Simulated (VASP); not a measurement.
SiO3 (ReO3 type), 4 atoms in the cell. Symmetry: Pm-3m, No. 221, cubic system. Conventional cell: a = 3.516 Å, b = 3.516 Å, c = 3.516 Å, α = 90.00°, β = 90.00°, γ = 90.00°. Within 2.3 Å of Si (site symmetry m-3m) lie 6 O at 1.76 Å. O (site symmetry 4/mmm) has 2 Si at 1.76 Å within 2.3 Å. 

* Program: VASP 6.6.1
* Task: single point
* Functional: PBE
* Potentials or basis: VASP PAW PBE potentials, release 64 (Si, O)
* Cutoff: 600 eV
* k mesh: 31 × 31 × 31
* Occupations: fermi-dirac, width 0.0612256 eV
* Spin: no spin polarisation
* Dipole correction: no
* Further INCAR settings: ALGO = Normal; EDIFF = 1e-06; NBANDS = 19

Potentials or basis: VASP PAW PBE potentials, release 64 (Si, O).

Launch:

```bash
$ cat potpaw_PBE.64/Si/POTCAR potpaw_PBE.64/O/POTCAR > POTCAR
$ mpirun -np 1 vasp_std > vasp.out
```

Hardware: 1 thread of Intel(R) Xeon(R) Platinum 8488C (Sapphire Rapids) (shared host).

Problem. How long does it take, and how much memory?

Solution. Wall time 5.5 min on 1 thread of Intel(R) Xeon(R) Platinum 8488C (Sapphire Rapids), with other jobs on the host, peak memory 0.68 GiB. Counts: scf iterations 13, k points 816.
